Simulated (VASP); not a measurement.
# Zr (Fm-3m) in VASP: notebook

Runs on Zr. Level: PBE. Tasks: single point.

Everything below comes from runs of VASP 6.6.1. Logs are shortened: lines on timing, memory, paths and dates and some standing lists are left out, and cuts for length are marked.

### Step 1. The cell of the first run

It takes space group Fm-3m (No. 225, cubic). Conventional cell: a = 4.333 Å, b = 4.333 Å, c = 4.333 Å, α = 90.00°, β = 90.00°, γ = 90.00°. Within 4.0 Å of Zr (site symmetry m-3m) lie 12 Zr at 3.06 Å.

This isn't the form of Zr at room conditions, which is hcp.

### Step 2. Single point, PBE, collinear spin (20.34 Å³/atom)

Input file INCAR:

```
SYSTEM = Zr
PREC     = Accurate       ! precision mode
ENCUT    = 520            ! plane-wave cutoff, eV
EDIFF    = 1E-7           ! SCF threshold, eV
ISMEAR   = -1             ! smearing method
SIGMA    = 0.05           ! smearing width, eV
LREAL    = .False.        ! projectors in reciprocal space
LASPH    = .True.         ! aspherical terms in the spheres
NELM     = 150            ! most SCF steps
ALGO     = Normal         ! electronic algorithm
ISIF     = 2              ! what is computed and relaxed
LWAVE    = .False.        ! write WAVECAR
LCHARG   = .False.        ! write CHGCAR
ISPIN    = 2              ! spin polarisation
MAGMOM   = 1              ! initial moments
LORBIT   = 11             ! projections on sites
LMAXMIX  = 4              ! l up to which the mixer works
GGA      = PE             ! functional
NBANDS   = 16             ! bands
```

Input file KPOINTS:

```
Automatic mesh
0
Gamma
  14 14 14
  0 0 0
```

Input file POSCAR:

```
Zr
1.0
    0.0000000000      2.1666120529      2.1666120529
    2.1666120529      0.0000000000      2.1666120529
    2.1666120529      2.1666120529      0.0000000000
Zr
1
Direct
    0.0000000000      0.0000000000      0.0000000000
```

Potentials or basis: VASP PAW PBE potentials, release 64 (Zr_sv).

Started as:

```sh
$ cat potpaw_PBE.64/Zr_sv/POTCAR > POTCAR
$ mpirun -np 1 vasp_std > vasp.out
```

OUTCAR:

```text
SYSTEM = Zr
   PREC = Accurate
   ENCUT = 520
   EDIFF = 1E-7
   ISMEAR = -1
   LREAL = .False.
   LASPH = .True.
   NELM = 150
   ISIF = 2
   ISPIN = 2
   LORBIT = 11
   GGA = PE

 ion  position               nearest neighbor table
   1  0.000  0.000  0.000-

  LATTYP: Found a face centered cubic cell.
 ALAT       =     4.3332241058

  Lattice vectors:

 A1 = (   0.0000000000,   2.1666120529,   2.1666120529)
 A2 = (   2.1666120529,   0.0000000000,   2.1666120529)
 A3 = (   2.1666120529,   2.1666120529,   0.0000000000)

Analysis of symmetry for initial positions (statically):
=====================================================================
 Subroutine PRICEL returns:
 Original cell was already a primitive cell.

 Routine SETGRP: Setting up the symmetry group for a
 face centered cubic supercell.

 Subroutine GETGRP returns: Found 48 space group operations
 (whereof 48 operations were pure point group operations)
 out of a pool of 48 trial point group operations.

The static configuration has the point symmetry O_h .

Analysis of symmetry for dynamics (positions and initial velocities):
=====================================================================
 Subroutine PRICEL returns:
 Original cell was already a primitive cell.

 Routine SETGRP: Setting up the symmetry group for a
 face centered cubic supercell.

 Subroutine GETGRP returns: Found 48 space group operations
 (whereof 48 operations were pure point group operations)
 out of a pool of 48 trial point group operations.

The dynamic configuration has the point symmetry O_h .

Analysis of structural, dynamic, and magnetic symmetry:
=====================================================================
 Subroutine PRICEL returns:
 Original cell was already a primitive cell.

 Routine SETGRP: Setting up the symmetry group for a
 face centered cubic supercell.

 Subroutine GETGRP returns: Found 48 space group operations
 (whereof 48 operations were pure point group operations)
 out of a pool of 48 trial point group operations.

The overall configuration has the point symmetry O_h .

 Subroutine INISYM returns: Found 48 space group operations
 (whereof 48 operations are pure point group operations),
 and found     1 'primitive' translations

----------------------------------------------------------------------------------------

                                     Primitive cell

[... 102 lines left out ...]
   EFERMI =   0.00;   METHOD = LEGACY
   ISMEAR =    -1;   SIGMA  =   0.05  broadening in eV -4-tet -1-fermi 0-gaus
   EFERMI_NEDOS =   21; number of points for ismear=-14 and -15
   IALGO  =     38    algorithm
   IMIX   =      4    mixing-type and parameters
     AMIX     =   0.40;   BMIX     =  1.00
     AMIX_MAG =   1.60;   BMIX_MAG =  1.00
  volume/ion in A,a.u.               =      20.34       137.27
  Fermi-wavevector in a.u.,A,eV,Ry     =   1.373022  2.594635 25.649551  1.885189
  Thomas-Fermi vector in A             =   2.498576
   LORBIT       =     11    0 simple, 1 ext, 2 COOP (PROOUT), +10 PAW based schemes
   GGA     = PE    functional components
   LHFCALC =     F    Hartree Fock is set to
   AEXX    =    0.0000 exact exchange contribution
   IVDW    =     0    specifies the selected vdW correction
   LEPSILON=     F    determine dielectric tensor
   LRPA    =     F    only Hartree local field effects (RPA)
 spin polarized calculation
  energy-cutoff  :      520.00
  volume of cell :       20.34
 maximum number of plane-waves:       568
   NGX = 11   NGY = 11   NGZ = 11

 number of electron      12.0000000 magnetization       0.0000741

 number of electron      12.0000000 magnetization      -0.0003151

 Free energy of the ion-electron system (eV)
  ---------------------------------------------------
  ext. energy  EPLUGINS =         0.00000000
  ---------------------------------------------------
  free energy    TOTEN  =        -8.36462872 eV

  energy without entropy =       -8.35354080  energy(sigma->0) =       -8.35908476

 E-fermi :  10.4821     XC(G=0): -11.7112

 val. band max:       10.4709478463   @ k =   0.5000   0.1429   0.0714
 cond. band min:      10.4977947677   @ k =  -0.2857   0.0714   0.0000
 fundamental gap:      0.0268469215
 Fermi energy:        10.4820665695

 spin component 1

 k-point     1 :       0.0000    0.0000    0.0000
  band No.  band energies     occupation
      1     -38.0156      1.00000
      2     -15.2932      1.00000
      3     -15.2932      1.00000
      4     -15.2932      1.00000
      5       4.7372      1.00000
      6      11.4736      0.00000
[... 435 lines left out ...]
      5       6.9594      1.00000
      6       9.7972      1.00000
[... 8 lines left out ...]
     15      31.6474      0.00000
     16      32.0803      0.00000

 [... further k-points ...]

 spin component 2

 k-point     1 :       0.0000    0.0000    0.0000
  band No.  band energies     occupation
      1     -38.0159      1.00000
      2     -15.2934      1.00000
      3     -15.2934      1.00000
      4     -15.2934      1.00000
      5       4.7368      1.00000
      6      11.4733      0.00000
[... 435 lines left out ...]
      5       6.9590      1.00000
      6       9.7969      1.00000
[... 8 lines left out ...]
     15      31.6472      0.00000
     16      32.0800      0.00000

 [... further k-points ...]

------------------------ aborting loop because EDIFF is reached ----------------------------------------

  FORCE on cell =-STRESS in cart. coord.  units (eV):
  Direction    XX          YY          ZZ          XY          YZ          ZX
  --------------------------------------------------------------------------------------
  -------------------------------------------------------------------------------------
  Total        1.8725125      1.8725125      1.8725125      0.0000000     -0.0000000      0.0000000
  in kB      147.4897562    147.4897562    147.4897562      0.0000000     -0.0000000      0.0000000
  external PRESSURE =     147.4897562 kB  Pullay stress =       0.0000000 kB

 VOLUME and BASIS-vectors are now :
 -----------------------------------------------------------------------------
  energy-cutoff  :      520.00
  volume of cell :       20.34
      direct lattice vectors                 reciprocal lattice vectors
     0.000000000  2.166612053  2.166612053    -0.230775048  0.230775048  0.230775048
     2.166612053  0.000000000  2.166612053     0.230775048 -0.230775048  0.230775048
     2.166612053  2.166612053  0.000000000     0.230775048  0.230775048 -0.230775048

 POSITION                                       TOTAL-FORCE (eV/Angst)
 -----------------------------------------------------------------------------------
      0.00000      0.00000      0.00000         0.000000      0.000000      0.000000
 -----------------------------------------------------------------------------------
    total drift:                               -0.000000      0.000000     -0.000000

  FREE ENERGIE OF THE ION-ELECTRON SYSTEM (eV)
  ---------------------------------------------------
  free  energy   TOTEN  =        -8.3646287157 eV

  energy  without entropy=       -8.3535408008  energy(sigma->0) =       -8.35908476

 total charge

# of ion       s       p       d       tot
------------------------------------------
    1        2.251   5.958   1.809  10.018

 magnetization (x)

# of ion       s       p       d       tot
------------------------------------------
    1       -0.000  -0.000  -0.000  -0.000
```

OSZICAR:

```text
N       E                     dE             d eps       ncg     rms          rms(c)
DAV:   1     0.883810339064E+02    0.88381E+02   -0.64043E+03  6672   0.729E+02
DAV:   2    -0.587130222991E+01   -0.94252E+02   -0.90624E+02  8544   0.227E+02
DAV:   3    -0.845574628870E+01   -0.25844E+01   -0.25659E+01  8680   0.320E+01
DAV:   4    -0.849326086748E+01   -0.37515E-01   -0.37503E-01  8536   0.345E+00
DAV:   5    -0.849435673943E+01   -0.10959E-02   -0.10959E-02  8352   0.427E-01    0.135E+01
DAV:   6    -0.838656331128E+01    0.10779E+00   -0.23955E-01  8192   0.402E+00    0.574E+00
DAV:   7    -0.835171840396E+01    0.34845E-01   -0.13121E-01  8416   0.279E+00    0.217E+00
DAV:   8    -0.836267465000E+01   -0.10956E-01   -0.12296E-02  8024   0.896E-01    0.913E-01
DAV:   9    -0.836378784461E+01   -0.11132E-02   -0.14259E-03  8288   0.323E-01    0.328E-01
DAV:  10    -0.836460527140E+01   -0.81743E-03   -0.15025E-03  7288   0.353E-01    0.601E-02
DAV:  11    -0.836463035726E+01   -0.25086E-04   -0.83817E-05  8152   0.675E-02    0.144E-02
DAV:  12    -0.836462864753E+01    0.17097E-05   -0.25788E-06  8552   0.131E-02    0.680E-03
DAV:  13    -0.836462871575E+01   -0.68213E-07   -0.80839E-07  8160   0.755E-03
   1 F= -.83646287E+01 E0= -.83590848E+01  d E =-.110879E-01  mag=    -0.0001
```

Wall time 68 s (1 thread of Intel Xeon 8259CL, shared host); peak memory 0.18 GiB.

Results:

```yaml
Free_energy: -8.3646 eV
Pressure: 14.7 GPa
Band_gap_on_the_k_mesh: zero (filled and empty bands overlap)
Net_moment: 0.00 μB per cell
Valence_electrons_inside_the_program's_atomic_spheres: Zr 10.02
```

Levels at points of the mesh, in eV from the Fermi level:
Spin up:
```tsv
k point	band 3	band 4	band 5	band 6	band 7	band 8	band 9	band 10
(0.00, 0.00, 0.00)	-25.78	-25.78	-5.74	0.99	0.99	0.99	3.86	3.86
(0.50, 0.00, 0.00)	-25.96	-25.96	-3.30	0.76	0.76	1.68	6.01	6.01
(0.50, 0.50, 0.00)	-26.29	-26.29	-3.55	-2.70	3.85	6.02	6.63	6.63
```
Spin down:
```csv
k point,band 3,band 4,band 5,band 6,band 7,band 8,band 9,band 10
"(0.00, 0.00, 0.00)",-25.78,-25.78,-5.75,0.99,0.99,0.99,3.86,3.86
"(0.50, 0.00, 0.00)",-25.96,-25.96,-3.30,0.76,0.76,1.68,6.01,6.01
"(0.50, 0.50, 0.00)",-26.29,-26.29,-3.55,-2.70,3.85,6.02,6.63,6.63
```

Caveat: the cell stands under pressure.

### Step 3. Single point, PBE, collinear spin (21.27 Å³/atom)

This run uses another cell than the first one, of 21.27 Å³/atom.

Input file INCAR:

```
PREC = Accurate
ENCUT = 520
EDIFF = 1E-7
ISMEAR = -1
SIGMA = 0.05
LREAL = F
LASPH = T
NELM = 150
ALGO = Normal
ISIF = 2
LWAVE = F
LCHARG = F
ISPIN = 2
MAGMOM = 1
LORBIT = 11
LMAXMIX = 4
GGA = PE
NBANDS = 16
```

Input file KPOINTS:

```
regular mesh
0
Gamma
  14 14 14
```

Input file POSCAR:

```
Zr
1.0
    0.0000000000      2.1989543145      2.1989543145
    2.1989543145      0.0000000000      2.1989543145
    2.1989543145      2.1989543145      0.0000000000
Zr
1
Direct
    0.0000000000      0.0000000000      0.0000000000
```

Potentials or basis: VASP PAW PBE potentials, release 64 (Zr_sv).

Started as:

```sh
$ cat potpaw_PBE.64/Zr_sv/POTCAR > POTCAR
$ mpirun -np 1 vasp_std > vasp.out
```

OUTCAR:

```text
PREC = Accurate
   ENCUT = 520
   EDIFF = 1E-7
   ISMEAR = -1
   LREAL = F
   LASPH = T
   NELM = 150
   ISIF = 2
   ISPIN = 2
   LORBIT = 11
   GGA = PE

 ion  position               nearest neighbor table
   1  0.000  0.000  0.000-

  LATTYP: Found a face centered cubic cell.
 ALAT       =     4.3979086290

  Lattice vectors:

 A1 = (   0.0000000000,   2.1989543145,   2.1989543145)
 A2 = (   2.1989543145,   0.0000000000,   2.1989543145)
 A3 = (   2.1989543145,   2.1989543145,   0.0000000000)

Analysis of symmetry for initial positions (statically):
[... 1118 lines left out ...]
  -------------------------------------------------------------------------------------
  Total        1.2142814      1.2142814      1.2142814     -0.0000000      0.0000000     -0.0000000
  in kB       91.4853019     91.4853019     91.4853019     -0.0000000      0.0000000     -0.0000000
  external PRESSURE =      91.4853019 kB  Pullay stress =       0.0000000 kB

 VOLUME and BASIS-vectors are now :
 -----------------------------------------------------------------------------
  energy-cutoff  :      520.00
  volume of cell :       21.27
      direct lattice vectors                 reciprocal lattice vectors
     0.000000000  2.198954314  2.198954314    -0.227380804  0.227380804  0.227380804
     2.198954314  0.000000000  2.198954314     0.227380804 -0.227380804  0.227380804
     2.198954314  2.198954314  0.000000000     0.227380804  0.227380804 -0.227380804

 POSITION                                       TOTAL-FORCE (eV/Angst)
 -----------------------------------------------------------------------------------
      0.00000      0.00000      0.00000        -0.000000     -0.000000     -0.000000
 -----------------------------------------------------------------------------------
    total drift:                                0.000000     -0.000000      0.000000

  FREE ENERGIE OF THE ION-ELECTRON SYSTEM (eV)
  ---------------------------------------------------
  free  energy   TOTEN  =        -8.4335822355 eV

  energy  without entropy=       -8.4215703511  energy(sigma->0) =       -8.42757629

 total charge

# of ion       s       p       d       tot
------------------------------------------
    1        2.243   5.958   1.749   9.950

 magnetization (x)

# of ion       s       p       d       tot
------------------------------------------
    1       -0.000   0.000   0.000  -0.000
```

OSZICAR:

```text
N       E                     dE             d eps       ncg     rms          rms(c)
DAV:   1     0.881852699155E+02    0.88185E+02   -0.64126E+03  6696   0.725E+02
DAV:   2    -0.598059177151E+01   -0.94166E+02   -0.90329E+02  8632   0.226E+02
DAV:   3    -0.855382375038E+01   -0.25732E+01   -0.25560E+01  8656   0.316E+01
DAV:   4    -0.858894938627E+01   -0.35126E-01   -0.35119E-01  8616   0.331E+00
DAV:   5    -0.858991461395E+01   -0.96523E-03   -0.96522E-03  8552   0.381E-01    0.125E+01
DAV:   6    -0.846117799886E+01    0.12874E+00   -0.24791E-01  7952   0.410E+00    0.516E+00
DAV:   7    -0.842145798028E+01    0.39720E-01   -0.13479E-01  8360   0.280E+00    0.206E+00
DAV:   8    -0.843180371022E+01   -0.10346E-01   -0.13193E-02  8000   0.906E-01    0.873E-01
DAV:   9    -0.843278465779E+01   -0.98095E-03   -0.13714E-03  8480   0.317E-01    0.331E-01
DAV:  10    -0.843356027805E+01   -0.77562E-03   -0.15255E-03  7216   0.354E-01    0.519E-02
DAV:  11    -0.843358409431E+01   -0.23816E-04   -0.82003E-05  8240   0.674E-02    0.131E-02
DAV:  12    -0.843358206072E+01    0.20336E-05   -0.28299E-06  8424   0.141E-02    0.728E-03
DAV:  13    -0.843358223159E+01   -0.17087E-06   -0.93170E-07  8456   0.792E-03    0.247E-03
DAV:  14    -0.843358223548E+01   -0.38901E-08   -0.66238E-08  6072   0.202E-03
   1 F= -.84335822E+01 E0= -.84275763E+01  d E =-.120119E-01  mag=    -0.0000
```

It took 83 s on 1 thread of Intel Xeon 8259CL, shared host; peak memory 0.18 GiB.

Results:

- Free energy: -8.4336 eV
- Pressure: 9.1 GPa
- Band gap on the k mesh: zero (filled and empty bands overlap)
- Net moment: 0.00 μB per cell
- Valence electrons inside the program's atomic spheres: Zr 9.95

Levels at points of the mesh, in eV from the Fermi level:
Spin up:
| k point | band 4 | band 5 | band 6 | band 7 | band 8 | band 9 |
| --- | --- | --- | --- | --- | --- | --- |
| (0.00, 0.00, 0.00) | -25.92 | -5.69 | 1.00 | 1.00 | 1.00 | 3.71 |
| (0.50, 0.00, 0.00) | -26.08 | -3.17 | 0.78 | 0.78 | 1.47 | 5.72 |
| (0.50, 0.50, 0.00) | -26.37 | -3.35 | -2.51 | 3.54 | 5.73 | 6.31 |
Spin down:
| k point | band 2 | band 3 | band 4 | band 5 | band 6 | band 7 | band 8 | band 9 | band 10 | band 11 |
| --- | --- | --- | --- | --- | --- | --- | --- | --- | --- | --- |
| (0.00, 0.00, 0.00) | -25.92 | -25.92 | -25.92 | -5.69 | 1.00 | 1.00 | 1.00 | 3.71 | 3.71 | 10.67 |
| (0.50, 0.00, 0.00) | -27.20 | -26.08 | -26.08 | -3.17 | 0.78 | 0.78 | 1.47 | 5.72 | 5.72 | 10.46 |
| (0.50, 0.50, 0.00) | -27.11 | -26.37 | -26.37 | -3.35 | -2.51 | 3.54 | 5.73 | 6.31 | 6.31 | 10.51 |

Caveat: the cell stands under pressure.

### Step 4. Single point, PBE, collinear spin (22.19 Å³/atom)

This run uses another cell than the first one, of 22.19 Å³/atom.

Input file INCAR:

```
PREC     = Accurate       # precision mode
ENCUT    = 520            # plane-wave cutoff, eV
EDIFF    = 1E-7           # SCF threshold, eV
ISMEAR   = -1             # smearing method
SIGMA    = 0.05           # smearing width, eV
LREAL    = F              # projectors in reciprocal space
LASPH    = T              # aspherical terms in the spheres
NELM     = 150            # most SCF steps
ALGO     = Normal         # electronic algorithm
ISIF     = 2              # what is computed and relaxed
LWAVE    = F              # write WAVECAR
LCHARG   = T              # write CHGCAR
ISPIN    = 2              # spin polarisation
MAGMOM   = 1              # initial moments
LORBIT   = 11             # projections on sites
LMAXMIX  = 4              # l up to which the mixer works
GGA      = PE             # functional
LELF     = T              # ELF
LVHAR    = T            
NBANDS   = 16             # bands
```

KPOINTS is that of step 3.

Input file POSCAR:

```
Zr
1.0
    0.0000000000      2.2303721923      2.2303721923
    2.2303721923      0.0000000000      2.2303721923
    2.2303721923      2.2303721923      0.0000000000
Zr
1
Direct
    0.0000000000      0.0000000000      0.0000000000
```

Started as:

```sh
$ cat potpaw_PBE.64/Zr_sv/POTCAR > POTCAR
$ mpirun -np 1 vasp_std > vasp.out
```

It took 82 s on 1 thread of Intel Xeon 8259CL, shared host; peak memory 0.18 GiB.

It converged, with:

```yaml
Free_energy: -8.4727 eV
Pressure: 4.4 GPa
Band_gap_on_the_k_mesh: zero (filled and empty bands overlap)
Net_moment: 0.00 μB per cell
Valence_electrons_inside_the_program's_atomic_spheres: Zr 9.89
```

Levels at points of the mesh, in eV from the Fermi level:
Spin up:
```csv
k point,band 3,band 4,band 5,band 6,band 7,band 8,band 9,band 10
"(0.00, 0.00, 0.00)",-26.06,-26.06,-5.63,0.99,0.99,0.99,3.56,3.56
"(0.50, 0.00, 0.00)",-26.20,-26.20,-3.06,0.80,0.80,1.29,5.46,5.46
"(0.50, 0.50, 0.00)",-26.46,-26.46,-3.16,-2.35,3.27,5.47,6.01,6.01
```
Spin down:
| k point | band 2 | band 3 | band 4 | band 5 | band 6 | band 7 | band 8 | band 9 | band 10 | band 11 |
| --- | --- | --- | --- | --- | --- | --- | --- | --- | --- | --- |
| (0.00, 0.00, 0.00) | -26.06 | -26.06 | -26.06 | -5.63 | 0.99 | 0.99 | 0.99 | 3.56 | 3.56 | 10.59 |
| (0.50, 0.00, 0.00) | -27.18 | -26.20 | -26.20 | -3.06 | 0.80 | 0.80 | 1.29 | 5.46 | 5.46 | 10.15 |
| (0.50, 0.50, 0.00) | -27.10 | -26.46 | -26.46 | -3.16 | -2.35 | 3.27 | 5.47 | 6.01 | 6.01 | 10.17 |

Caveat: the cell stands under pressure.

(Continued in part 2 of 2.)

The gap in the log of VASP goes by the Fermi energy; the results here count the filled bands.